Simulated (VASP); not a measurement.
# P (Fd-3m) in VASP: further runs

The runs below take P through single point, with PBE.

Program: VASP 6.6.1. These are calculated values, not measurements. Logs are shortened: lines on timing, memory, paths and dates and some standing lists are left out, and cuts for length are marked.

**1. The cell of the first run**

The structure is cubic, space group Fd-3m (No. 227). The conventional cell has a = 5.299 Å, b = 5.299 Å, c = 5.299 Å, α = 90.00°, β = 90.00°, γ = 90.00°. Within 3.0 Å of P (site symmetry -43m) lie 4 P at 2.29 Å.

This isn't the form of P at room conditions, which is orthorhombic.

**2. Single point, PBE (18.60 Å³/atom)**

INCAR reads:

```
ALGO = Normal
EDIFF = 1E-7
ENCUT = 520
GGA = PE
ISIF = 2
ISMEAR = -1
LASPH = True
LCHARG = False
LREAL = False
LWAVE = False
NBANDS = 12
NELM = 60
PREC = Accurate
SIGMA = 0.1
```

KPOINTS reads:

```
k-points
0
Gamma
  12 12 12
```

POSCAR reads:

```
P
1.0
    0.0000000000      2.6494133553      2.6494133553
    2.6494133553      0.0000000000      2.6494133553
    2.6494133553      2.6494133553      0.0000000000
P
2
Direct
   -0.1250000000     -0.1250000000     -0.1250000000
    0.1250000000      0.1250000000      0.1250000000
```

Potentials or basis: VASP PAW PBE potentials, release 64 (P).

Run with:

```console
$ cat potpaw_PBE.64/P/POTCAR > POTCAR
$ mpirun -np 1 vasp_std > vasp.out
```

OUTCAR:

```text
EDIFF = 1E-7
   ENCUT = 520
   GGA = PE
   ISIF = 2
   ISMEAR = -1
   LASPH = True
   LREAL = False
   NELM = 60
   PREC = Accurate

 ion  position               nearest neighbor table
   1  0.875  0.875  0.875-   2 2.29   2 2.29   2 2.29   2 2.29
   2  0.125  0.125  0.125-   1 2.29   1 2.29   1 2.29   1 2.29

  LATTYP: Found a face centered cubic cell.
 ALAT       =     5.2988267106

  Lattice vectors:

 A1 = (   0.0000000000,   2.6494133553,   2.6494133553)
 A2 = (   2.6494133553,   0.0000000000,   2.6494133553)
 A3 = (   2.6494133553,   2.6494133553,   0.0000000000)

Analysis of symmetry for initial positions (statically):
=====================================================================
 Subroutine PRICEL returns:
 Original cell was already a primitive cell.

 Routine SETGRP: Setting up the symmetry group for a
 face centered cubic supercell.

 Subroutine GETGRP returns: Found 48 space group operations
 (whereof 12 operations were pure point group operations)
 out of a pool of 48 trial point group operations.

The static configuration has the point symmetry D_3d.
 The point group associated with its full space group is O_h .

Analysis of symmetry for dynamics (positions and initial velocities):
=====================================================================
 Subroutine PRICEL returns:
 Original cell was already a primitive cell.

 Routine SETGRP: Setting up the symmetry group for a
 face centered cubic supercell.

 Subroutine GETGRP returns: Found 48 space group operations
 (whereof 12 operations were pure point group operations)
 out of a pool of 48 trial point group operations.

The dynamic configuration has the point symmetry D_3d.
 The point group associated with its full space group is O_h .

 Subroutine INISYM returns: Found 48 space group operations
 (whereof 12 operations are pure point group operations),
 and found     1 'primitive' translations

----------------------------------------------------------------------------------------

                                     Primitive cell

  volume of cell :      37.1945

  direct lattice vectors                    reciprocal lattice vectors
     0.000000000  2.649413355  2.649413355    -0.188721023  0.188721023  0.188721023
     2.649413355  0.000000000  2.649413355     0.188721023 -0.188721023  0.188721023
     2.649413355  2.649413355  0.000000000     0.188721023  0.188721023 -0.188721023

  length of vectors
     3.746836299  3.746836299  3.746836299     0.326874401  0.326874401  0.326874401

  position of ions in fractional coordinates (direct lattice)
     0.875000000  0.875000000  0.875000000
     0.125000000  0.125000000  0.125000000

  ion indices of the primitive-cell ions
   primitive index   ion index
                 1           1
                 2           2

----------------------------------------------------------------------------------------

 KPOINTS: k-points

Automatic generation of k-mesh.
 Grid dimensions read from file:
 generate k-points for:   12   12   12

 Generating k-lattice:

  Cartesian coordinates                     Fractional coordinates (reciprocal lattice)
    -0.015726752  0.015726752  0.015726752     0.083333333  0.000000000  0.000000000
     0.015726752 -0.015726752  0.015726752     0.000000000  0.083333333  0.000000000
     0.015726752  0.015726752 -0.015726752     0.000000000  0.000000000  0.083333333

  Length of vectors
     0.027239533  0.027239533  0.027239533

  Shift w.r.t. Gamma in fractional coordinates (k-lattice)
     0.000000000  0.000000000  0.000000000

 Subroutine IBZKPT returns following result:
 ===========================================

 Found     72 irreducible k-points:

 Following reciprocal coordinates:
            Coordinates               Weight
  0.000000  0.000000  0.000000      1.000000
  0.083333  0.000000  0.000000      8.000000
  0.166667  0.000000  0.000000      8.000000
  0.250000  0.000000  0.000000      8.000000
  0.333333  0.000000  0.000000      8.000000
  0.416667  0.000000  0.000000      8.000000
[... 16 lines left out ...]
  0.500000  0.166667  0.000000     24.000000
 -0.416667  0.166667  0.000000     24.000000
 [... further k-points ...]
   k-points           NKPTS =     72   k-points in BZ     NKDIM =     72   number of bands    NBANDS=     12
   number of dos      NEDOS =    301   number of ions     NIONS =      2
   total plane-waves  NPLWV =  21952
   dimension x,y,z NGX =    28 NGY =   28 NGZ =   28
   dimension x,y,z NGXF=    56 NGYF=   56 NGZF=   56
   ions per type =               2
   NGX,Y,Z   is equivalent  to a cutoff of  12.42, 12.42, 12.42 a.u.
   NGXF,Y,Z  is equivalent  to a cutoff of  24.85, 24.85, 24.85 a.u.
 SYSTEM =  unknown system
   PREC   = accura    normal or accurate (medium, high low for compatibility)
   ISTART =      0    job   : 0-new  1-cont  2-samecut
   ICHARG =      2    charge: 1-file 2-atom 10-const
   ISPIN  =      1    spin polarized calculation?
   LNONCOLLINEAR =      F non collinear calculations
   LSORBIT =      F    spin-orbit coupling
   LASPH  =      T    aspherical Exc in radial PAW
   ENCUT  =  520.0 eV  38.22 Ry    6.18 a.u.   6.97  6.97  6.97*2*pi/ulx,y,z
   NELM   =     60;   NELMIN=  2; NELMDL= -5     # of ELM steps
   EDIFF  = 0.1E-06   stopping-criterion for ELM
   LREAL  =      F    real-space projection
   EDIFFG = 0.1E-05   stopping-criterion for IOM
   NSW    =      0    number of steps for IOM
   IBRION =     -1    ionic relax: 0-MD 1-quasi-New 2-CG
   NFREE  =      0    steps in history (QN), initial steepest desc. (CG)
   ISIF   =      2    stress and relaxation
   ISYM   =      2    0-nonsym 1-usesym 2-fastsym
   POTIM  = 0.5000    time-step for ionic-motion
   TEBEG  =    0.0;   TEEND  =   0.0 temperature during run
   PSTRESS=    0.0 pullay stress
   NELECT =      10.0000    total number of electrons
   NUPDOWN=      -1.0000    fix difference up-down
   EMIN   =  10.00;   EMAX   =-10.00  energy-range for DOS
   EFERMI =   0.00;   METHOD = LEGACY
   ISMEAR =    -1;   SIGMA  =   0.10  broadening in eV -4-tet -1-fermi 0-gaus
   EFERMI_NEDOS =   21; number of points for ismear=-14 and -15
   IALGO  =     38    algorithm
   IMIX   =      4    mixing-type and parameters
     AMIX     =   0.40;   BMIX     =  1.00
     AMIX_MAG =   1.60;   BMIX_MAG =  1.00
  volume/ion in A,a.u.               =      18.60       125.50
  Fermi-wavevector in a.u.,A,eV,Ry     =   1.056611  1.996705 15.189908  1.116427
  Thomas-Fermi vector in A             =   2.191853
   LORBIT       =      0    0 simple, 1 ext, 2 COOP (PROOUT), +10 PAW based schemes
   GGA     = PE    functional components
   LHFCALC =     F    Hartree Fock is set to
   AEXX    =    0.0000 exact exchange contribution
   IVDW    =     0    specifies the selected vdW correction
   LEPSILON=     F    determine dielectric tensor
   LRPA    =     F    only Hartree local field effects (RPA)
 non-spin polarized calculation
  energy-cutoff  :      520.00
  volume of cell :       37.19
 maximum number of plane-waves:      1018
   NGX = 13   NGY = 13   NGZ = 13

 number of electron      10.0000000 magnetization

 Free energy of the ion-electron system (eV)
  ---------------------------------------------------
  ext. energy  EPLUGINS =         0.00000000
  ---------------------------------------------------
  free energy    TOTEN  =        -9.60841669 eV

  energy without entropy =       -9.57999472  energy(sigma->0) =       -9.59420571

 E-fermi :   7.1895     XC(G=0):  -9.9709

 val. band max:        7.0657851915   @ k =   0.1667   0.1667   0.0000
 cond. band min:       7.2064000375   @ k =   0.4167   0.3333   0.0833
 fundamental gap:      0.1406148459
 Fermi energy:         7.1894655636

 k-point     1 :       0.0000    0.0000    0.0000
  band No.  band energies     occupation
      1      -8.7842      2.00000
      2       3.7582      2.00000
      3       3.7582      2.00000
      4       3.7582      2.00000
      5       4.5068      2.00000
      6       7.0374      1.64126
      7       7.0374      1.64126
      8       7.0374      1.64126
      9      13.3067      0.00000
     10      13.7600      0.00000
     11      13.7600      0.00000
     12      17.4913      0.00000

 k-point     2 :       0.0833    0.0000    0.0000
  band No.  band energies     occupation
      1      -8.6971      2.00000
      2       2.5194      2.00000
      3       3.6400      2.00000
      4       3.6400      2.00000
      5       5.3374      2.00000
      6       7.2187      0.85489
      7       7.2187      0.85488
      8       7.3360      0.37516
      9      13.5265      0.00000
     10      13.5265      0.00000
     11      13.6527      0.00000
     12      17.2015      0.00000

 k-point     3 :       0.1667    0.0000    0.0000
  band No.  band energies     occupation
      1      -8.4399      2.00000
      2       0.9396      2.00000
      3       3.3688      2.00000
      4       3.3688      2.00000
      5       5.5439      2.00000
      6       7.6344      0.02311
      7       7.6344      0.02311
      8       8.4742      0.00001
      9      13.1872      0.00000
     10      13.1872      0.00000
     11      14.4301      0.00000
     12      16.8209      0.00000
[... 286 lines left out ...]
 k-point    23 :       0.5000    0.1667    0.0000
  band No.  band energies     occupation
      1      -6.5105      2.00000
      2      -3.2419      2.00000
      3       1.1965      2.00000
      4       2.1675      2.00000
      5       6.2508      1.99983
      6       8.3966      0.00001
      7       9.4108      0.00000
      8      11.2137      0.00000
      9      14.4046      0.00000
     10      16.0593      0.00000
     11      16.3797      0.00000
     12      17.3292      0.00000

 k-point    24 :      -0.4167    0.1667    0.0000
  band No.  band energies     occupation
      1      -6.4237      2.00000
      2      -3.3692      2.00000
      3       1.0221      2.00000
      4       2.3178      2.00000
      5       6.2608      1.99981
      6       8.5376      0.00000
      7       9.1981      0.00000
      8      12.3480      0.00000
      9      13.3844      0.00000
     10      14.4258      0.00000
     11      17.0784      0.00000
     12      17.8674      0.00000

 [... further k-points ...]

------------------------ aborting loop because EDIFF is reached ----------------------------------------

  FORCE on cell =-STRESS in cart. coord.  units (eV):
  Direction    XX          YY          ZZ          XY          YZ          ZX
  --------------------------------------------------------------------------------------
  -------------------------------------------------------------------------------------
  Total        1.2544689      1.2544689      1.2544689     -0.0000000      0.0000000      0.0000000
  in kB       54.0370134     54.0370134     54.0370134     -0.0000000      0.0000000      0.0000000
  external PRESSURE =      54.0370134 kB  Pullay stress =       0.0000000 kB

 VOLUME and BASIS-vectors are now :
 -----------------------------------------------------------------------------
  energy-cutoff  :      520.00
  volume of cell :       37.19
      direct lattice vectors                 reciprocal lattice vectors
     0.000000000  2.649413355  2.649413355    -0.188721023  0.188721023  0.188721023
     2.649413355  0.000000000  2.649413355     0.188721023 -0.188721023  0.188721023
     2.649413355  2.649413355  0.000000000     0.188721023  0.188721023 -0.188721023

 POSITION                                       TOTAL-FORCE (eV/Angst)
 -----------------------------------------------------------------------------------
      4.63647      4.63647      4.63647        -0.000000     -0.000000     -0.000000
      0.66235      0.66235      0.66235         0.000000      0.000000      0.000000
 -----------------------------------------------------------------------------------
    total drift:                               -0.000000     -0.000000     -0.000000

  FREE ENERGIE OF THE ION-ELECTRON SYSTEM (eV)
  ---------------------------------------------------
  free  energy   TOTEN  =        -9.6084166935 eV

  energy  without entropy=       -9.5799947241  energy(sigma->0) =       -9.59420571
```

It took 30 s on 1 thread of Intel Xeon 8259CL, shared host; peak memory 0.16 GiB.

Results:

| Item | Value |
| --- | --- |
| Free energy | -9.6084 eV |
| Pressure | 5.4 GPa |
| Band gap on the k mesh | zero (bands 5 and 6 overlap by 3.25 eV) |

Levels at points of the mesh, in eV from the Fermi level:
```csv
k point,band 3,band 4,band 5,band 6,band 7,band 8
"(0.00, 0.00, 0.00)",-3.43,-3.43,-2.68,-0.15,-0.15,-0.15
"(0.50, 0.00, 0.00)",-4.56,-4.56,-2.33,1.11,1.11,6.00
"(0.50, 0.50, 0.00)",-5.98,-5.98,-1.52,-1.52,6.31,6.31
```

Caveat: the cell stands under pressure.

**3. Single point, PBE**

This run uses another cell than the first one, of 20.66 Å³/atom.

INCAR reads:

```
PREC     = Accurate       # precision mode
ENCUT    = 520            # plane-wave cutoff, eV
EDIFF    = 1E-6           # SCF threshold, eV
ISMEAR   = -1             # smearing method
SIGMA    = 0.1            # smearing width, eV
LREAL    = False          # projectors in reciprocal space
LASPH    = True           # aspherical terms in the spheres
NELM     = 100            # most SCF steps
ALGO     = Normal         # electronic algorithm
ISIF     = 2              # what is computed and relaxed
LWAVE    = False          # write WAVECAR
LCHARG   = False          # write CHGCAR
GGA      = PE             # functional
NBANDS   = 12             # bands
```

KPOINTS reads:

```
regular mesh
0
Gamma
  12 12 12
```

POSCAR reads:

```
P
1.0
    0.0000000000      2.7441144331      2.7441144331
    2.7441144331      0.0000000000      2.7441144331
    2.7441144331      2.7441144331      0.0000000000
P
2
Direct
   -0.1250000000     -0.1250000000     -0.1250000000
    0.1250000000      0.1250000000      0.1250000000
```

Potentials or basis: VASP PAW PBE potentials, release 64 (P).

Run with:

```console
$ cat potpaw_PBE.64/P/POTCAR > POTCAR
$ mpirun -np 1 vasp_std > vasp.out
```

OUTCAR:

```text
PREC = Accurate
   ENCUT = 520
   EDIFF = 1E-6
   ISMEAR = -1
   LREAL = False
   LASPH = True
   NELM = 100
   ISIF = 2
   GGA = PE

 ion  position               nearest neighbor table
   1  0.875  0.875  0.875-   2 2.38   2 2.38   2 2.38   2 2.38
   2  0.125  0.125  0.125-   1 2.38   1 2.38   1 2.38   1 2.38

  LATTYP: Found a face centered cubic cell.
 ALAT       =     5.4882288662

  Lattice vectors:

 A1 = (   0.0000000000,   2.7441144331,   2.7441144331)
[... 547 lines left out ...]

------------------------ aborting loop because EDIFF is reached ----------------------------------------

  FORCE on cell =-STRESS in cart. coord.  units (eV):
  Direction    XX          YY          ZZ          XY          YZ          ZX
  --------------------------------------------------------------------------------------
  -------------------------------------------------------------------------------------
  Total       -0.0303483     -0.0303483     -0.0303483     -0.0000000      0.0000000      0.0000000
  in kB       -1.1765426     -1.1765426     -1.1765426     -0.0000000      0.0000000      0.0000000
  external PRESSURE =      -1.1765426 kB  Pullay stress =       0.0000000 kB

 VOLUME and BASIS-vectors are now :
 -----------------------------------------------------------------------------
  energy-cutoff  :      520.00
  volume of cell :       41.33
      direct lattice vectors                 reciprocal lattice vectors
     0.000000000  2.744114433  2.744114433    -0.182208145  0.182208145  0.182208145
     2.744114433  0.000000000  2.744114433     0.182208145 -0.182208145  0.182208145
     2.744114433  2.744114433  0.000000000     0.182208145  0.182208145 -0.182208145

 POSITION                                       TOTAL-FORCE (eV/Angst)
 -----------------------------------------------------------------------------------
      4.80220      4.80220      4.80220         0.000000     -0.000000      0.000000
      0.68603      0.68603      0.68603        -0.000000      0.000000     -0.000000
 -----------------------------------------------------------------------------------
    total drift:                               -0.000000      0.000000      0.000000

  FREE ENERGIE OF THE ION-ELECTRON SYSTEM (eV)
  ---------------------------------------------------
  free  energy   TOTEN  =        -9.6726610011 eV

  energy  without entropy=       -9.6467606821  energy(sigma->0) =       -9.65971084
```

OSZICAR:

```text
N       E                     dE             d eps       ncg     rms          rms(c)
DAV:   1     0.198373264436E+02    0.19837E+02   -0.41020E+03  1728   0.688E+02
DAV:   2    -0.844296345377E+01   -0.28280E+02   -0.26789E+02  2248   0.105E+02
DAV:   3    -0.971661992505E+01   -0.12737E+01   -0.12617E+01  2268   0.213E+01
DAV:   4    -0.972809385942E+01   -0.11474E-01   -0.11470E-01  2040   0.241E+00
DAV:   5    -0.972824832125E+01   -0.15446E-03   -0.15445E-03  2292   0.273E-01    0.733E+00
DAV:   6    -0.969175302558E+01    0.36495E-01   -0.13095E-02  2028   0.577E-01    0.437E+00
DAV:   7    -0.967264149776E+01    0.19112E-01   -0.26297E-02  2108   0.856E-01    0.801E-02
DAV:   8    -0.967264849396E+01   -0.69962E-05   -0.16024E-03  2032   0.237E-01    0.314E-02
DAV:   9    -0.967265676517E+01   -0.82712E-05   -0.31692E-05  2220   0.384E-02    0.190E-02
DAV:  10    -0.967266111389E+01   -0.43487E-05   -0.41703E-06  2076   0.128E-02    0.385E-03
DAV:  11    -0.967266100106E+01    0.11283E-06   -0.37548E-07  1372   0.380E-03
   1 F= -.96726610E+01 E0= -.96597108E+01  d E =-.259003E-01
```

It took 50 s on 1 thread of Intel Xeon 8259CL, shared host; peak memory 0.17 GiB.

Results:

* Free energy: -9.6727 eV
* Pressure: -0.1 GPa
* Band gap on the k mesh: zero (bands 5 and 6 overlap by 2.67 eV)
